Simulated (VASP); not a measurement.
Here is a VASP 6.6.1 calculation.

INCAR

```
SYSTEM = NaF
PREC = Accurate ; ENCUT = 600
EDIFF = 1E-6 ; ISMEAR = -1
SIGMA = 0.05 ; LREAL = .FALSE.
LASPH = .TRUE. ; NELM = 120
ALGO = Normal ; ISIF = 2
LWAVE = .FALSE. ; LCHARG = .FALSE.
GGA = PS ; NBANDS = 14
GGA_COMPAT = .FALSE.
```

File KPOINTS:

```
Automatic mesh
0
G
  10 10 10
  0 0 0
```

Contents of POSCAR:

```
NaF
1.0
    0.0000000000      2.0916567378      2.0916567378
    2.0916567378      0.0000000000      2.0916567378
    2.0916567378      2.0916567378      0.0000000000
Na F
1 1
Direct
    0.0000000000      0.0000000000      0.0000000000
    0.5000000000      0.5000000000      0.5000000000
```

Potentials or basis: VASP PAW PBE potentials, release 64 (Na_pv, F).

Run with:

```sh
$ cat potpaw_PBE.64/Na_pv/POTCAR potpaw_PBE.64/F/POTCAR > POTCAR
$ mpirun -np 1 vasp_std > vasp.out
```

Question: What does it give for the pressure?

Answer: 30.7 GPa.

Question: What does it give for the band gap on the k mesh?

Answer: 8.12 eV, direct.

Caveat: the PAW data sets were made with another functional, which shifts forces and pressure a little. As with any semilocal functional, this PBEsol gap is likely too small.
